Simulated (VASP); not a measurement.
# Ti4C in VASP: notebook

The runs below take Ti4C through single point, with PBEsol.

All numbers are computed with VASP 6.6.1; they aren't measurements. Logs are shortened: lines on timing, memory, paths and dates and some standing lists are left out, and cuts for length are marked.

### Step 1. The cell of the first run

The cell holds a slab with vacuum, 5 atoms: a = 2.868 Å, b = 4.055 Å, c = 19.605 Å, α = 90.00°, β = 90.00°, γ = 90.00°.

### Step 2. Single point, PBEsol

Contents of INCAR:

```
ALGO = Normal ; DIPOL = 0.5 0.5 0.330
EDIFF = 1E-6 ; ENCUT = 520
GGA = PS ; IDIPOL = 3
ISIF = 2 ; ISMEAR = 0
LASPH = T ; LCHARG = F
LDIPOL = T ; LREAL = F
LWAVE = F ; NBANDS = 34
NELM = 80 ; PREC = Accurate
SIGMA = 0.1
```

Contents of KPOINTS:

```
k-points
0
Gamma
  9 7 1
```

Contents of POSCAR:

```
Ti4C
1.0
    2.8676282151      0.0000000000      0.0000000000
    0.0000000000      4.0554387137      0.0000000000
    0.0000000000      0.0000000000     19.6054200203
Ti C
4 1
Direct
    0.5000000000      0.5000000000      0.2040252132
    0.0000000000      0.0000000000      0.2771587704
    0.5000000000      0.5000000000      0.3434213386
    0.0000000000      0.0000000000      0.4134275120
    0.0000000000      0.4000000000      0.4115979310
```

Potentials or basis: VASP PAW PBE potentials, release 64 (Ti_sv, C).

The run is started by

```console
> cat potpaw_PBE.64/Ti_sv/POTCAR potpaw_PBE.64/C/POTCAR > POTCAR
> mpirun -np 1 vasp_std > vasp.out
```

OUTCAR:

```text
EDIFF = 1E-6
   ENCUT = 520
   GGA = PS
   ISIF = 2
   ISMEAR = 0
   LASPH = T
   LREAL = F
   NELM = 80
   PREC = Accurate

 ion  position               nearest neighbor table
   1  0.500  0.500  0.204-   3 2.73   2 2.87   2 2.87   2 2.87   2 2.87
   2  0.000  0.000  0.277-   4 2.67   3 2.80   3 2.80   3 2.80   3 2.80   1 2.87   1 2.87   1 2.87
                             1 2.87
   3  0.500  0.500  0.343-   5 2.00   5 2.00   1 2.73   2 2.80   2 2.80   2 2.80   2 2.80   4 2.84
                             4 2.84   4 2.84   4 2.84
   4  0.000  0.000  0.413-   5 1.62   5 2.43   2 2.67   3 2.84   3 2.84   3 2.84   3 2.84
   5  0.000  0.400  0.412-   4 1.62   3 2.00   3 2.00   4 2.43

  LATTYP: Found a simple orthorhombic cell.
 ALAT       =     2.8676282151
 B/A-ratio  =     1.4142135624
 C/A-ratio  =     6.8368067789

  Lattice vectors:

 A1 = (   2.8676282151,   0.0000000000,   0.0000000000)
 A2 = (   0.0000000000,   4.0554387137,   0.0000000000)
 A3 = (   0.0000000000,   0.0000000000,  19.6054200203)

Analysis of symmetry for initial positions (statically):
=====================================================================
 Subroutine PRICEL returns:
 Original cell was already a primitive cell.

 Routine SETGRP: Setting up the symmetry group for a
 simple orthorhombic supercell.

 Subroutine GETGRP returns: Found  2 space group operations
 (whereof  2 operations were pure point group operations)
 out of a pool of  8 trial point group operations.

The static configuration has the point symmetry C_1h.

Analysis of symmetry for dynamics (positions and initial velocities):
=====================================================================
 Subroutine PRICEL returns:
 Original cell was already a primitive cell.

 Routine SETGRP: Setting up the symmetry group for a
 simple orthorhombic supercell.

 Subroutine GETGRP returns: Found  2 space group operations
 (whereof  2 operations were pure point group operations)
 out of a pool of  8 trial point group operations.

The dynamic configuration has the point symmetry C_1h.

 Subroutine INISYM returns: Found  2 space group operations
 (whereof  2 operations are pure point group operations),
 and found     1 'primitive' translations

----------------------------------------------------------------------------------------

                                     Primitive cell

  volume of cell :     228.0010

  direct lattice vectors                    reciprocal lattice vectors
     2.867628215  0.000000000  0.000000000     0.348720240  0.000000000  0.000000000
     0.000000000  4.055438714  0.000000000     0.000000000  0.246582447  0.000000000
     0.000000000  0.000000000 19.605420020     0.000000000  0.000000000  0.051006303

  length of vectors
     2.867628215  4.055438714 19.605420020     0.348720240  0.246582447  0.051006303

  position of ions in fractional coordinates (direct lattice)
     0.500000000  0.500000000  0.204025213
     0.000000000  0.000000000  0.277158770
     0.500000000  0.500000000  0.343421339
     0.000000000  0.000000000  0.413427512
     0.000000000  0.400000000  0.411597931

  ion indices of the primitive-cell ions
   primitive index   ion index
                 1           1
                 2           2
                 3           3
                 4           4
                 5           5

----------------------------------------------------------------------------------------

 KPOINTS: k-points

Automatic generation of k-mesh.
 Grid dimensions read from file:
 generate k-points for:    9    7    1

 Generating k-lattice:

  Cartesian coordinates                     Fractional coordinates (reciprocal lattice)
     0.038746693  0.000000000  0.000000000     0.111111111  0.000000000  0.000000000
     0.000000000  0.035226064  0.000000000     0.000000000  0.142857143  0.000000000
     0.000000000  0.000000000  0.051006303     0.000000000  0.000000000  1.000000000

  Length of vectors
     0.038746693  0.035226064  0.051006303

  Shift w.r.t. Gamma in fractional coordinates (k-lattice)
     0.000000000  0.000000000  0.000000000

 Subroutine IBZKPT returns following result:
 ===========================================

 Found     20 irreducible k-points:

 Following reciprocal coordinates:
            Coordinates               Weight
  0.000000  0.000000  0.000000      1.000000
  0.111111  0.000000  0.000000      2.000000
  0.222222  0.000000  0.000000      2.000000
  0.333333  0.000000  0.000000      2.000000
  0.444444  0.000000  0.000000      2.000000
  0.000000  0.142857  0.000000      2.000000
[... 12 lines left out ...]
  0.333333  0.428571  0.000000      4.000000
  0.444444  0.428571  0.000000      4.000000
   k-points           NKPTS =     20   k-points in BZ     NKDIM =     20   number of bands    NBANDS=     34
   number of dos      NEDOS =    301   number of ions     NIONS =      5
   total plane-waves  NPLWV = 108000
   dimension x,y,z NGX =    24 NGY =   30 NGZ =  150
   dimension x,y,z NGXF=    48 NGYF=   60 NGZF=  300
   ions per type =               4   1
   NGX,Y,Z   is equivalent  to a cutoff of  13.91, 12.30, 12.72 a.u.
   NGXF,Y,Z  is equivalent  to a cutoff of  27.83, 24.60, 25.44 a.u.
 SYSTEM =  unknown system
   PREC   = accura    normal or accurate (medium, high low for compatibility)
   ISTART =      0    job   : 0-new  1-cont  2-samecut
   ICHARG =      2    charge: 1-file 2-atom 10-const
   ISPIN  =      1    spin polarized calculation?
   LNONCOLLINEAR =      F non collinear calculations
   LSORBIT =      F    spin-orbit coupling
   LASPH  =      T    aspherical Exc in radial PAW
   ENCUT  =  520.0 eV  38.22 Ry    6.18 a.u.   5.33  7.54 36.45*2*pi/ulx,y,z
   NELM   =     80;   NELMIN=  2; NELMDL= -5     # of ELM steps
   EDIFF  = 0.1E-05   stopping-criterion for ELM
   LREAL  =      F    real-space projection
   EDIFFG = 0.1E-04   stopping-criterion for IOM
   NSW    =      0    number of steps for IOM
   IBRION =     -1    ionic relax: 0-MD 1-quasi-New 2-CG
   NFREE  =      0    steps in history (QN), initial steepest desc. (CG)
   ISIF   =      2    stress and relaxation
   ISYM   =      2    0-nonsym 1-usesym 2-fastsym
   POTIM  = 0.5000    time-step for ionic-motion
   TEBEG  =    0.0;   TEEND  =   0.0 temperature during run
   PSTRESS=    0.0 pullay stress
   NELECT =      52.0000    total number of electrons
   NUPDOWN=      -1.0000    fix difference up-down
   EMIN   =  10.00;   EMAX   =-10.00  energy-range for DOS
   EFERMI =   0.00;   METHOD = LEGACY
   ISMEAR =     0;   SIGMA  =   0.10  broadening in eV -4-tet -1-fermi 0-gaus
   EFERMI_NEDOS =   21; number of points for ismear=-14 and -15
   IALGO  =     38    algorithm
   IMIX   =      4    mixing-type and parameters
     AMIX     =   0.40;   BMIX     =  1.00
     AMIX_MAG =   1.60;   BMIX_MAG =  1.00
  volume/ion in A,a.u.               =      45.60       307.73
  Fermi-wavevector in a.u.,A,eV,Ry     =   1.000223  1.890148 13.611905  1.000447
  Thomas-Fermi vector in A             =   2.132566
   LORBIT       =      0    0 simple, 1 ext, 2 COOP (PROOUT), +10 PAW based schemes
   GGA     = PS    functional components
   LHFCALC =     F    Hartree Fock is set to
   AEXX    =    0.0000 exact exchange contribution
   IVDW    =     0    specifies the selected vdW correction
   LEPSILON=     F    determine dielectric tensor
   LRPA    =     F    only Hartree local field effects (RPA)
 non-spin polarized calculation
 Gauss-broadening in eV      SIGMA  =   0.10
  energy-cutoff  :      520.00
  volume of cell :      228.00
 maximum number of plane-waves:      6177
 NGX is ok and might be reduce to    24
   NGX = 11   NGY = 15   NGZ = 73

 dipolmoment           0.000000      0.000000      0.001306 electrons x Angstroem

 number of electron      52.0000016 magnetization

 dipolmoment           0.000000      0.000000     -0.008748 electrons x Angstroem

 Free energy of the ion-electron system (eV)
  ---------------------------------------------------
  ext. energy  EPLUGINS =         0.00000000
  ---------------------------------------------------
  free energy    TOTEN  =       -38.20374522 eV

  energy without entropy =      -38.17151698  energy(sigma->0) =      -38.18763110

 E-fermi :   0.4751     XC(G=0):  -4.6715

 val. band max:        0.4711305272   @ k =   0.1111   0.4286   0.0000
 cond. band min:       0.4754630020   @ k =   0.2222   0.0000   0.0000
 fundamental gap:      0.0043324748
 Fermi energy:         0.4750774763

 k-point     1 :       0.0000    0.0000    0.0000
  band No.  band energies     occupation
      1     -56.1889      2.00000
      2     -55.8077      2.00000
      3     -55.5707      2.00000
      4     -55.3841      2.00000
      5     -32.6925      2.00000
      6     -32.6334      2.00000
[... 26 lines left out ...]
     33       2.3375      0.00000
     34       2.4852      0.00000

 k-point     2 :       0.1111    0.0000    0.0000
  band No.  band energies     occupation
      1     -56.1826      2.00000
      2     -55.8006      2.00000
      3     -55.5645      2.00000
      4     -55.3802      2.00000
      5     -32.6889      2.00000
      6     -32.6166      2.00000
[... 26 lines left out ...]
     33       2.4243      0.00000
     34       2.5951      0.00000

 k-point     3 :       0.2222    0.0000    0.0000
  band No.  band energies     occupation
      1     -56.1665      2.00000
      2     -55.7826      2.00000
      3     -55.5486      2.00000
      4     -55.3707      2.00000
      5     -32.6817      2.00000
      6     -32.5736      2.00000
[... 26 lines left out ...]
     33       2.4446      0.00000
     34       2.5912      0.00000
[... 556 lines left out ...]
 k-point    19 :       0.3333    0.4286    0.0000
  band No.  band energies     occupation
      1     -56.1462      2.00000
      2     -55.7585      2.00000
      3     -55.5297      2.00000
      4     -55.3648      2.00000
      5     -32.6777      2.00000
      6     -32.5884      2.00000
[... 26 lines left out ...]
     33       2.2709      0.00000
     34       2.4311      0.00000

 k-point    20 :       0.4444    0.4286    0.0000
  band No.  band energies     occupation
      1     -56.1355      2.00000
      2     -55.7475      2.00000
      3     -55.5174      2.00000
      4     -55.3539      2.00000
      5     -32.6858      2.00000
      6     -32.6433      2.00000
[... 26 lines left out ...]
     33       2.3884      0.00000
     34       2.7329      0.00000

------------------------ aborting loop because EDIFF is reached ----------------------------------------

 vacuum level on the upper side and lower side of the slab       (xc-potential included)        -0.186        -0.120

  FORCE on cell =-STRESS in cart. coord.  units (eV):
  Direction    XX          YY          ZZ          XY          YZ          ZX
  --------------------------------------------------------------------------------------
  -------------------------------------------------------------------------------------
  Total        6.3564602     11.5154108      2.8458201      0.0000000     -0.9546963      0.0000000
  in kB       44.6672355     80.9194978     19.9977522      0.0000000     -6.7087094      0.0000000
  external PRESSURE =      48.5281618 kB  Pullay stress =       0.0000000 kB

 VOLUME and BASIS-vectors are now :
 -----------------------------------------------------------------------------
  energy-cutoff  :      520.00
  volume of cell :      228.00
      direct lattice vectors                 reciprocal lattice vectors
     2.867628215  0.000000000  0.000000000     0.348720240  0.000000000  0.000000000
     0.000000000  4.055438714  0.000000000     0.000000000  0.246582447  0.000000000
     0.000000000  0.000000000 19.605420020     0.000000000  0.000000000  0.051006303

 POSITION                                       TOTAL-FORCE (eV/Angst)
 -----------------------------------------------------------------------------------
      1.43381      2.02772      4.00000         0.000000      0.125075      0.445477
      0.00000      0.00000      5.43381         0.000000     -0.261933     -1.789253
      1.43381      2.02772      6.73292         0.000000      0.619299      0.055651
      0.00000      0.00000      8.10542         0.000000     -8.606383      1.295775
      0.00000      1.62218      8.06955         0.000000      8.123943     -0.007650
 -----------------------------------------------------------------------------------
    total drift:                                0.000000     -0.000350      0.000020

  FREE ENERGIE OF THE ION-ELECTRON SYSTEM (eV)
  ---------------------------------------------------
  free  energy   TOTEN  =       -38.2037452176 eV

  energy  without entropy=      -38.1715169823  energy(sigma->0) =      -38.18763110

 vacuum level on the upper side and lower side of the slab         3.618         3.693
```

It took 3.3 min on 1 thread of AMD EPYC 9R45 (Zen 5), shared host; peak memory 0.35 GiB.

Results:

```yaml
Free_energy: -38.2037 eV
Largest_force: 8.703 eV/Å
Band_gap_on_the_k_mesh: zero (bands 26 and 27 overlap by 0.19 eV)
```

Forces in eV/Å, atoms in the order of the input:
```
Ti   0.000  0.125  0.445
Ti   0.000 -0.262 -1.789
Ti   0.000  0.619  0.056
Ti   0.000 -8.606  1.296
C    0.000  8.124 -0.008
```

Levels at points of the mesh, in eV from the Fermi level:
```tsv
k point	band 23	band 24	band 25	band 26	band 27	band 28	band 29	band 30
(0.00, 0.00, 0.00)	-1.12	-1.02	-0.44	0.15	0.22	0.30	0.68	0.94
```

Caveat: the PAW data sets were made with another functional, which shifts forces and pressure a little.

### Step 3. Single point, PBEsol

Contents of INCAR:

```
PREC     = Accurate       # precision mode
ENCUT    = 520            # plane-wave cutoff, eV
EDIFF    = 1E-6           # SCF threshold, eV
ISMEAR   = 0              # smearing method
SIGMA    = 0.1            # smearing width, eV
LREAL    = False          # projectors in reciprocal space
LASPH    = True           # aspherical terms in the spheres
NELM     = 100            # most SCF steps
ALGO     = Normal         # electronic algorithm
ISIF     = 2              # what is computed and relaxed
LWAVE    = False          # write WAVECAR
LCHARG   = True           # write CHGCAR
LDIPOL   = True         
IDIPOL   = 3            
DIPOL    = 0.5 0.5 0.349
GGA      = PS             # functional
LELF     = True           # ELF
LVHAR    = True         
LVACPOTAV= True         
NBANDS   = 34             # bands
```

Contents of KPOINTS:

```
regular mesh
0
Gamma
  9 7 1
```

POSCAR: that of step 2 with these lines changed.

```diff
@@ -12,2 +12,2 @@
     0.0000000000      0.0000000000      0.4134275120
-    0.0000000000      0.4000000000      0.4115979310
+    0.0000000000      0.1000000000      0.5056379356
```

Potentials or basis: VASP PAW PBE potentials, release 64 (Ti_sv, C).

The run is started by

```console
> cat potpaw_PBE.64/Ti_sv/POTCAR potpaw_PBE.64/C/POTCAR > POTCAR
> mpirun -np 1 vasp_std > vasp.out
```

Wall time 3.3 min (1 thread of AMD EPYC 9R45 (Zen 5), shared host); peak memory 0.35 GiB.

The run converged. Its results:

```yaml
Free_energy: -34.9776 eV
Largest_force: 0.575 eV/Å
Band_gap_on_the_k_mesh: zero (bands 26 and 27 overlap by 0.65 eV)
```

Forces on the atoms (eV/Å):
```
Ti   0.000 -0.087  0.470
Ti   0.000  0.151 -0.298
Ti   0.000 -0.117 -0.270
Ti   0.000 -0.521  0.048
C    0.000  0.573  0.050
```

Levels at points of the mesh, in eV from the Fermi level:
```csv
k point,band 24,band 25,band 26,band 27,band 28,band 29
"(0.00, 0.00, 0.00)",-0.65,-0.16,-0.07,0.29,0.48,0.74
```

Caveat: the PAW data sets were made with another functional, which shifts forces and pressure a little.

### Step 4. Single point, PBEsol

Contents of INCAR:

```
  ALGO = Normal
  DIPOL = 0.5 0.5 0.348
  EDIFF = 1E-6
  ENCUT = 520
  GGA = PS
  IDIPOL = 3
  ISIF = 2
  ISMEAR = 0
  LASPH = T
  LCHARG = T
  LDIPOL = T
  LELF = T
  LREAL = F
  LVACPOTAV = T
  LVHAR = T
  LWAVE = F
  NBANDS = 34
  NELM = 60
  PREC = Accurate
  SIGMA = 0.1
```

Contents of KPOINTS:

```
k-points
0
Gamma
  9 7 1
```

POSCAR: that of step 3 with these lines changed.

```diff
@@ -12,2 +12,2 @@
     0.0000000000      0.0000000000      0.4134275120
-    0.0000000000      0.1000000000      0.5056379356
+    0.1666666667      0.0000000000      0.5032298913
```

The run is started by

```console
> cat potpaw_PBE.64/Ti_sv/POTCAR potpaw_PBE.64/C/POTCAR > POTCAR
> mpirun -np 1 vasp_std > vasp.out
```

Wall time 3.3 min (1 thread of AMD EPYC 9R45 (Zen 5), shared host); peak memory 0.35 GiB.

It converged, with:

```
Free energy            : -35.2358 eV
Largest force          : 1.659 eV/Å
Band gap on the k mesh : zero (bands 26 and 27 overlap by 0.62 eV)
```

Forces on the atoms (eV/Å):
```
Ti   0.001  0.000  0.412
Ti  -0.178  0.000 -0.268
Ti   0.321  0.000 -0.415
Ti  -1.646  0.000  0.212
C    1.501  0.000  0.058
```

Levels at points of the mesh, in eV from the Fermi level:
```tsv
k point	band 23	band 24	band 25	band 26	band 27	band 28	band 29	band 30
(0.00, 0.00, 0.00)	-0.72	-0.61	-0.19	-0.09	0.34	0.44	0.64	1.00
```

Caveat: the PAW data sets were made with another functional, which shifts forces and pressure a little.

### Step 5. Overview

| cell | gap on the mesh (eV) | largest force (eV/Å) |
| --- | --- | --- |
| as given, atomic positions A | none | 8.70 |
| as given, atomic positions B | none | 0.58 |
| as given, atomic positions C | none | 1.66 |

Alike in all rows: task single point; level PBEsol; potentials or basis VASP PAW PBE potentials, release 64 (Ti_sv, C); no spin polarisation; k mesh 9 × 7 × 1; cutoff (eV) 520; smearing gaussian 0.1 eV.

Caveats: the PAW data sets were made with another functional, which shifts forces and pressure a little.

Absolute energies hang on the potentials; compare differences alone.
